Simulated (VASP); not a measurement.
# RbBr (Fm-3m) in VASP: notebook, part 2 of 2

VASP 6.6.1.

### Step 4. Single point, PBE (volume scaled by 1.04)

INCAR reads:

```
  ALGO = Normal
  EDIFF = 1E-7
  ENCUT = 520
  GGA = PE
  ISIF = 2
  ISMEAR = -1
  LASPH = T
  LCHARG = F
  LREAL = F
  LWAVE = F
  NBANDS = 15
  NELM = 60
  PREC = Accurate
  SIGMA = 0.03
```

KPOINTS reads:

```
k-points
0
Gamma
  7 7 7
```

POSCAR reads:

```
RbBr
1.0
    0.0000000000      3.4726038566      3.4726038566
    3.4726038566      0.0000000000      3.4726038566
    3.4726038566      3.4726038566      0.0000000000
Rb Br
1 1
Direct
    0.0000000000      0.0000000000      0.0000000000
    0.5000000000      0.5000000000      0.5000000000
```

The run is started by

```bash
$ cat potpaw_PBE.64/Rb_sv/POTCAR potpaw_PBE.64/Br/POTCAR > POTCAR
$ mpirun -np 1 vasp_std > vasp.out
```

It took 19 s on 1 thread of Intel Xeon Platinum 8488C (Sapphire Rapids), shared host; peak memory 0.24 GiB.

Results (log left out):

```
Free energy            : -6.1119 eV
Pressure               : 0.4 GPa
Band gap on the k mesh : 4.26 eV, direct
```

Levels at points of the mesh, in eV from the valence-band top:
| k point | band 5 | band 6 | band 7 | band 8 | band 9 | band 10 | band 11 | band 12 |
| --- | --- | --- | --- | --- | --- | --- | --- | --- |
| (0.00, 0.00, 0.00) | -8.57 | 0.00 | 0.00 | 0.00 | 4.26 | 7.27 | 7.27 | 7.27 |

Caveat: the cell differs from its parent crystal (volume scaled by 1.04). A k mesh can miss the band edges.

### Step 5. Single point, PBE

This run uses another cell than the first one, of 40.27 Å³/atom, 1.042 times its volume.

INCAR reads:

```
PREC = Accurate ; ENCUT = 520
EDIFF = 1E-6 ; ISMEAR = -1
SIGMA = 0.28 ; LREAL = False
LASPH = True ; NELM = 80
ALGO = Normal ; ISIF = 2
LWAVE = False ; LCHARG = False
GGA = PE ; NBANDS = 15
```

KPOINTS reads:

```
regular mesh
0
Gamma
  7 7 7
```

POSCAR reads:

```
RbBr
1.0
    0.0000000000      3.4275000000      3.4275000000
    3.4275000000      0.0000000000      3.4275000000
    3.4275000000      3.4275000000      0.0000000000
Rb Br
1 1
Direct
    0.0000000000      0.0000000000      0.0000000000
    0.5000000000      0.5000000000      0.5000000000
```

Potentials or basis: VASP PAW PBE potentials, release 64 (Rb_sv, Br).

The run is started by

```bash
$ cat potpaw_PBE.64/Rb_sv/POTCAR potpaw_PBE.64/Br/POTCAR > POTCAR
$ mpirun -np 1 vasp_std > vasp.out
```

OUTCAR:

```text
PREC = Accurate
   ENCUT = 520
   EDIFF = 1E-6
   ISMEAR = -1
   LREAL = False
   LASPH = True
   NELM = 80
   ISIF = 2
   GGA = PE

 ion  position               nearest neighbor table
   1  0.000  0.000  0.000-   2 3.43   2 3.43   2 3.43   2 3.43   2 3.43   2 3.43
   2  0.500  0.500  0.500-   1 3.43   1 3.43   1 3.43   1 3.43   1 3.43   1 3.43

  LATTYP: Found a face centered cubic cell.
 ALAT       =     6.8550000000

  Lattice vectors:

 A1 = (   0.0000000000,   3.4275000000,   3.4275000000)
 A2 = (   3.4275000000,   0.0000000000,   3.4275000000)
 A3 = (   3.4275000000,   3.4275000000,   0.0000000000)

Analysis of symmetry for initial positions (statically):
=====================================================================
 Subroutine PRICEL returns:
 Original cell was already a primitive cell.

 Routine SETGRP: Setting up the symmetry group for a
 face centered cubic supercell.

 Subroutine GETGRP returns: Found 48 space group operations
 (whereof 48 operations were pure point group operations)
 out of a pool of 48 trial point group operations.

The static configuration has the point symmetry O_h .
[... 167 lines left out ...]
      4     -10.2459      2.00000
      5     -10.2459      2.00000
      6      -1.7539      1.99991
      7      -1.7539      1.99991
      8      -1.7539      1.99991
      9       2.6072      0.00744
     10       5.5254      0.00000
     11       5.5254      0.00000
     12       5.5254      0.00000
     13       6.4134      0.00000
     14       6.4134      0.00000
[... 329 lines left out ...]
      2     -13.9135      2.00000
      3     -10.3804      2.00000
      4     -10.3406      2.00000
      5     -10.2331      2.00000
      6      -2.2922      1.99999
      7      -2.1262      1.99998
      8      -2.0676      1.99997
      9       5.0311      0.00000
     10       5.7231      0.00000
     11       6.5757      0.00000
     12       6.9240      0.00000
     13       8.6421      0.00000
     14       8.8167      0.00000
     15       9.6224      0.00000

------------------------ aborting loop because EDIFF is reached ----------------------------------------

  FORCE on cell =-STRESS in cart. coord.  units (eV):
  Direction    XX          YY          ZZ          XY          YZ          ZX
  --------------------------------------------------------------------------------------
  -------------------------------------------------------------------------------------
  Total        0.5122383      0.5122383      0.5122383     -0.0000000      0.0000000      0.0000000
  in kB       10.1910810     10.1910810     10.1910810     -0.0000000      0.0000000      0.0000000
  external PRESSURE =      10.1910810 kB  Pullay stress =       0.0000000 kB

 VOLUME and BASIS-vectors are now :
 -----------------------------------------------------------------------------
  energy-cutoff  :      520.00
  volume of cell :       80.53
      direct lattice vectors                 reciprocal lattice vectors
     0.000000000  3.427500000  3.427500000    -0.145878920  0.145878920  0.145878920
     3.427500000  0.000000000  3.427500000     0.145878920 -0.145878920  0.145878920
     3.427500000  3.427500000  0.000000000     0.145878920  0.145878920 -0.145878920

 POSITION                                       TOTAL-FORCE (eV/Angst)
 -----------------------------------------------------------------------------------
      0.00000      0.00000      0.00000        -0.000000      0.000000      0.000000
      3.42750      3.42750      3.42750         0.000000     -0.000000     -0.000000
 -----------------------------------------------------------------------------------
    total drift:                                0.000000      0.000000      0.000000

  FREE ENERGIE OF THE ION-ELECTRON SYSTEM (eV)
  ---------------------------------------------------
  free  energy   TOTEN  =        -6.0976224376 eV

  energy  without entropy=       -6.0971250123  energy(sigma->0) =       -6.09737372
```

OSZICAR:

```text
N       E                     dE             d eps       ncg     rms          rms(c)
DAV:   1     0.839476188216E+02    0.83948E+02   -0.65116E+03   600   0.901E+02
DAV:   2    -0.594703531532E+00   -0.84542E+02   -0.77416E+02   839   0.164E+02
DAV:   3    -0.615536810214E+01   -0.55607E+01   -0.55358E+01   775   0.434E+01
DAV:   4    -0.631504724329E+01   -0.15968E+00   -0.15965E+00   900   0.682E+00
DAV:   5    -0.631600889138E+01   -0.96165E-03   -0.96164E-03   803   0.559E-01    0.291E+00
DAV:   6    -0.610144920907E+01    0.21456E+00   -0.26081E-01   768   0.235E+00    0.193E+00
DAV:   7    -0.608519125630E+01    0.16258E-01   -0.12229E-01   803   0.172E+00    0.967E-01
DAV:   8    -0.609680933239E+01   -0.11618E-01   -0.13706E-02   644   0.686E-01    0.108E-01
DAV:   9    -0.609718160598E+01   -0.37227E-03   -0.56196E-04   832   0.123E-01    0.681E-02
DAV:  10    -0.609761519218E+01   -0.43359E-03   -0.56945E-04   628   0.130E-01    0.245E-02
DAV:  11    -0.609761642977E+01   -0.12376E-05   -0.27962E-05   804   0.279E-02    0.640E-03
DAV:  12    -0.609762217775E+01   -0.57480E-05   -0.84701E-06   635   0.181E-02    0.147E-03
DAV:  13    -0.609762243758E+01   -0.25983E-06   -0.34258E-07   657   0.332E-03
   1 F= -.60976224E+01 E0= -.60973737E+01  d E =-.497425E-03
```

stdout:

```text
POSCAR found type information on POSCAR RbBr
 POSCAR found :  2 types and       2 ions
 scaLAPACK will be used
 LDA part: xc-table for (Slater+PW92), standard interpolation
 POSCAR, INCAR and KPOINTS ok, starting setup
 FFT: planning ... GRIDC
 FFT: planning ... GRID_SOFT
 FFT: planning ... GRID
 WAVECAR not read
 entering main loop
```

It took 46 s on 1 thread of Intel Xeon 8259CL, shared host; peak memory 0.21 GiB.

What came out:

* Free energy: -6.0976 eV
* Pressure: 1.0 GPa
* Band gap on the k mesh: 4.36 eV, direct

A k mesh can miss the band edges.

### Step 6. Single point, PBE

This run uses another cell than the first one, of 40.27 Å³/atom, 1.042 times its volume.

INCAR reads:

```
PREC = Accurate
ENCUT = 520
EDIFF = 1E-6
ISMEAR = 0
SIGMA = 0.2
LREAL = F
LASPH = T
NELM = 100
ALGO = Normal
ISIF = 2
LWAVE = F
LCHARG = T
GGA = PE
LELF = T
LVHAR = T
NBANDS = 15
```

KPOINTS reads:

```
Automatic mesh
0
Gamma
  7 7 7
```

POSCAR is that of step 5.

Potentials or basis: VASP PAW PBE potentials, release 64 (Rb_sv, Br).

The run is started by

```bash
$ cat potpaw_PBE.64/Rb_sv/POTCAR potpaw_PBE.64/Br/POTCAR > POTCAR
$ mpirun -np 1 vasp_std > vasp.out
```

OUTCAR:

```text
PREC = Accurate
   ENCUT = 520
   EDIFF = 1E-6
   ISMEAR = 0
   LREAL = F
   LASPH = T
   NELM = 100
   ISIF = 2
   GGA = PE

 ion  position               nearest neighbor table
   1  0.000  0.000  0.000-   2 3.43   2 3.43   2 3.43   2 3.43   2 3.43   2 3.43
   2  0.500  0.500  0.500-   1 3.43   1 3.43   1 3.43   1 3.43   1 3.43   1 3.43

  LATTYP: Found a face centered cubic cell.
 ALAT       =     6.8550000000

  Lattice vectors:

 A1 = (   0.0000000000,   3.4275000000,   3.4275000000)
 A2 = (   3.4275000000,   0.0000000000,   3.4275000000)
 A3 = (   3.4275000000,   3.4275000000,   0.0000000000)

Analysis of symmetry for initial positions (statically):
=====================================================================
 Subroutine PRICEL returns:
 Original cell was already a primitive cell.

 Routine SETGRP: Setting up the symmetry group for a
 face centered cubic supercell.

 Subroutine GETGRP returns: Found 48 space group operations
 (whereof 48 operations were pure point group operations)
 out of a pool of 48 trial point group operations.

The static configuration has the point symmetry O_h .

Analysis of symmetry for dynamics (positions and initial velocities):
=====================================================================
 Subroutine PRICEL returns:
 Original cell was already a primitive cell.

 Routine SETGRP: Setting up the symmetry group for a
 face centered cubic supercell.

 Subroutine GETGRP returns: Found 48 space group operations
 (whereof 48 operations were pure point group operations)
 out of a pool of 48 trial point group operations.

The dynamic configuration has the point symmetry O_h .

 Subroutine INISYM returns: Found 48 space group operations
 (whereof 48 operations are pure point group operations),
 and found     1 'primitive' translations

----------------------------------------------------------------------------------------

                                     Primitive cell

  volume of cell :      80.5309

  direct lattice vectors                    reciprocal lattice vectors
     0.000000000  3.427500000  3.427500000    -0.145878920  0.145878920  0.145878920
     3.427500000  0.000000000  3.427500000     0.145878920 -0.145878920  0.145878920
     3.427500000  3.427500000  0.000000000     0.145878920  0.145878920 -0.145878920

  length of vectors
     4.847216985  4.847216985  4.847216985     0.252669702  0.252669702  0.252669702

  position of ions in fractional coordinates (direct lattice)
     0.000000000  0.000000000  0.000000000
     0.500000000  0.500000000  0.500000000

  ion indices of the primitive-cell ions
   primitive index   ion index
                 1           1
                 2           2

----------------------------------------------------------------------------------------

 KPOINTS: Automatic mesh

Automatic generation of k-mesh.
 Grid dimensions read from file:
 generate k-points for:    7    7    7

 Generating k-lattice:

  Cartesian coordinates                     Fractional coordinates (reciprocal lattice)
[... 21 lines left out ...]
  0.142857  0.142857  0.000000      6.000000
  0.285714  0.142857  0.000000     24.000000
[... 12 lines left out ...]
 -0.428571  0.428571  0.142857     24.000000
 -0.285714  0.428571  0.142857     24.000000
   k-points           NKPTS =     20   k-points in BZ     NKDIM =     20   number of bands    NBANDS=     15
   number of dos      NEDOS =    301   number of ions     NIONS =      2
   total plane-waves  NPLWV =  46656
   dimension x,y,z NGX =    36 NGY =   36 NGZ =   36
   dimension x,y,z NGXF=    72 NGYF=   72 NGZF=   72
   ions per type =               1   1
   NGX,Y,Z   is equivalent  to a cutoff of  12.35, 12.35, 12.35 a.u.
   NGXF,Y,Z  is equivalent  to a cutoff of  24.69, 24.69, 24.69 a.u.
 SYSTEM =  unknown system
   PREC   = accura    normal or accurate (medium, high low for compatibility)
   ISTART =      0    job   : 0-new  1-cont  2-samecut
   ICHARG =      2    charge: 1-file 2-atom 10-const
   ISPIN  =      1    spin polarized calculation?
   LNONCOLLINEAR =      F non collinear calculations
   LSORBIT =      F    spin-orbit coupling
   LASPH  =      T    aspherical Exc in radial PAW
   ENCUT  =  520.0 eV  38.22 Ry    6.18 a.u.   9.01  9.01  9.01*2*pi/ulx,y,z
   NELM   =    100;   NELMIN=  2; NELMDL= -5     # of ELM steps
   EDIFF  = 0.1E-05   stopping-criterion for ELM
   LREAL  =      F    real-space projection
   EDIFFG = 0.1E-04   stopping-criterion for IOM
   NSW    =      0    number of steps for IOM
   IBRION =     -1    ionic relax: 0-MD 1-quasi-New 2-CG
   NFREE  =      0    steps in history (QN), initial steepest desc. (CG)
   ISIF   =      2    stress and relaxation
   ISYM   =      2    0-nonsym 1-usesym 2-fastsym
   POTIM  = 0.5000    time-step for ionic-motion
   TEBEG  =    0.0;   TEEND  =   0.0 temperature during run
   PSTRESS=    0.0 pullay stress
   NELECT =      16.0000    total number of electrons
   NUPDOWN=      -1.0000    fix difference up-down
   EMIN   =  10.00;   EMAX   =-10.00  energy-range for DOS
   EFERMI =   0.00;   METHOD = LEGACY
   ISMEAR =     0;   SIGMA  =   0.20  broadening in eV -4-tet -1-fermi 0-gaus
   EFERMI_NEDOS =   21; number of points for ismear=-14 and -15
   IALGO  =     38    algorithm
   IMIX   =      4    mixing-type and parameters
     AMIX     =   0.40;   BMIX     =  1.00
     AMIX_MAG =   1.60;   BMIX_MAG =  1.00
  volume/ion in A,a.u.               =      40.27       271.72
  Fermi-wavevector in a.u.,A,eV,Ry     =   0.955273  1.805204 12.415941  0.912546
  Thomas-Fermi vector in A             =   2.084095
   LORBIT       =      0    0 simple, 1 ext, 2 COOP (PROOUT), +10 PAW based schemes
   GGA     = PE    functional components
   LHFCALC =     F    Hartree Fock is set to
   AEXX    =    0.0000 exact exchange contribution
   IVDW    =     0    specifies the selected vdW correction
   LEPSILON=     F    determine dielectric tensor
   LRPA    =     F    only Hartree local field effects (RPA)
 non-spin polarized calculation
 Gauss-broadening in eV      SIGMA  =   0.20
  energy-cutoff  :      520.00
  volume of cell :       80.53
 maximum number of plane-waves:      2186
   NGX = 17   NGY = 17   NGZ = 17

 number of electron      15.9999999 magnetization

 Free energy of the ion-electron system (eV)
  ---------------------------------------------------
  ext. energy  EPLUGINS =         0.00000000
  ---------------------------------------------------
  free energy    TOTEN  =        -6.09757416 eV

  energy without entropy =       -6.09757416  energy(sigma->0) =       -6.09757416

 E-fermi :  -0.9154     XC(G=0):  -7.2319

 val. band max:       -1.7537509442   @ k =   0.0000   0.0000   0.0000
 cond. band min:       2.6072500637   @ k =   0.0000   0.0000   0.0000
 fundamental gap:      4.3610010079
 Fermi energy:        -0.9153795532

 k-point     1 :       0.0000    0.0000    0.0000
  band No.  band energies     occupation
      1     -26.1691      2.00000
      2     -13.9343      2.00000
      3     -10.2459      2.00000
      4     -10.2459      2.00000
      5     -10.2459      2.00000
      6      -1.7538      2.00000
      7      -1.7538      2.00000
      8      -1.7538      2.00000
      9       2.6073      0.00000
     10       5.5255      0.00000
     11       5.5255      0.00000
     12       5.5255      0.00000
     13       6.4134      0.00000
     14       6.4134      0.00000
[... 329 lines left out ...]
      2     -13.9134      2.00000
      3     -10.3804      2.00000
      4     -10.3406      2.00000
      5     -10.2331      2.00000
      6      -2.2921      2.00000
      7      -2.1261      2.00000
      8      -2.0675      2.00000
      9       5.0312      0.00000
     10       5.7232      0.00000
     11       6.5758      0.00000
     12       6.9240      0.00000
     13       8.6422      0.00000
     14       8.8167      0.00000
     15       9.6224      0.00000

------------------------ aborting loop because EDIFF is reached ----------------------------------------

  FORCE on cell =-STRESS in cart. coord.  units (eV):
  Direction    XX          YY          ZZ          XY          YZ          ZX
  --------------------------------------------------------------------------------------
  -------------------------------------------------------------------------------------
  Total        0.5119642      0.5119642      0.5119642     -0.0000000      0.0000000     -0.0000000
  in kB       10.1856271     10.1856271     10.1856271     -0.0000000      0.0000000     -0.0000000
  external PRESSURE =      10.1856271 kB  Pullay stress =       0.0000000 kB

 VOLUME and BASIS-vectors are now :
 -----------------------------------------------------------------------------
  energy-cutoff  :      520.00
  volume of cell :       80.53
      direct lattice vectors                 reciprocal lattice vectors
     0.000000000  3.427500000  3.427500000    -0.145878920  0.145878920  0.145878920
     3.427500000  0.000000000  3.427500000     0.145878920 -0.145878920  0.145878920
     3.427500000  3.427500000  0.000000000     0.145878920  0.145878920 -0.145878920

 POSITION                                       TOTAL-FORCE (eV/Angst)
 -----------------------------------------------------------------------------------
      0.00000      0.00000      0.00000         0.000000     -0.000000     -0.000000
      3.42750      3.42750      3.42750        -0.000000      0.000000      0.000000
 -----------------------------------------------------------------------------------
    total drift:                                0.000000      0.000000      0.000000

  FREE ENERGIE OF THE ION-ELECTRON SYSTEM (eV)
  ---------------------------------------------------
  free  energy   TOTEN  =        -6.0975741643 eV

  energy  without entropy=       -6.0975741643  energy(sigma->0) =       -6.09757416
```

OSZICAR:

```text
N       E                     dE             d eps       ncg     rms          rms(c)
DAV:   1     0.840761832652E+02    0.84076E+02   -0.65116E+03   600   0.901E+02
DAV:   2    -0.594670441629E+00   -0.84671E+02   -0.77459E+02   839   0.164E+02
DAV:   3    -0.615534970137E+01   -0.55607E+01   -0.55358E+01   775   0.434E+01
DAV:   4    -0.631502785823E+01   -0.15968E+00   -0.15965E+00   900   0.682E+00
DAV:   5    -0.631598949462E+01   -0.96164E-03   -0.96163E-03   803   0.559E-01    0.291E+00
DAV:   6    -0.610140285921E+01    0.21459E+00   -0.26084E-01   768   0.235E+00    0.193E+00
DAV:   7    -0.608513704801E+01    0.16266E-01   -0.12235E-01   803   0.172E+00    0.967E-01
DAV:   8    -0.609676073774E+01   -0.11624E-01   -0.13710E-02   644   0.686E-01    0.108E-01
DAV:   9    -0.609713356247E+01   -0.37282E-03   -0.56191E-04   832   0.123E-01    0.681E-02
DAV:  10    -0.609756690669E+01   -0.43334E-03   -0.56859E-04   628   0.130E-01    0.245E-02
DAV:  11    -0.609756815925E+01   -0.12526E-05   -0.27892E-05   804   0.279E-02    0.639E-03
DAV:  12    -0.609757390480E+01   -0.57455E-05   -0.84578E-06   635   0.181E-02    0.147E-03
DAV:  13    -0.609757416432E+01   -0.25952E-06   -0.34192E-07   657   0.331E-03
   1 F= -.60975742E+01 E0= -.60975742E+01  d E =-.459019E-10
```

Run time: 52 s. Hardware: 1 thread of Intel Xeon 8259CL, shared host; peak memory 0.21 GiB.

Results:

* Free energy: -6.0976 eV
* Pressure: 1.0 GPa
* Band gap on the k mesh: 4.36 eV, direct

A k mesh can miss the band edges.

### Step 7. The runs side by side

| cell | smearing | gap on the mesh (eV) | pressure (GPa) |
| --- | --- | --- | --- |
| a = 4.782 Å, angles 60.0°, 2 atoms | fermi-dirac 0.03 eV | 4.47 | 1.8 |
| a = 4.879 Å, angles 60.0°, 2 atoms | fermi-dirac 0.03 eV | 4.31 | 0.7 |
| a = 4.911 Å, angles 60.0°, 2 atoms | fermi-dirac 0.03 eV | 4.26 | 0.4 |
| a = 4.847 Å, angles 60.0°, 2 atoms | fermi-dirac 0.28 eV | 4.36 | 1.0 |
| a = 4.847 Å, angles 60.0°, 2 atoms | gaussian 0.2 eV | 4.36 | 1.0 |

Alike in all rows: task single point; level PBE; potentials or basis VASP PAW PBE potentials, release 64 (Rb_sv, Br); no spin polarisation; k mesh 7 × 7 × 7; cutoff (eV) 520.

Total energies depend on the potentials used, so only differences within one code and one set of settings carry meaning.
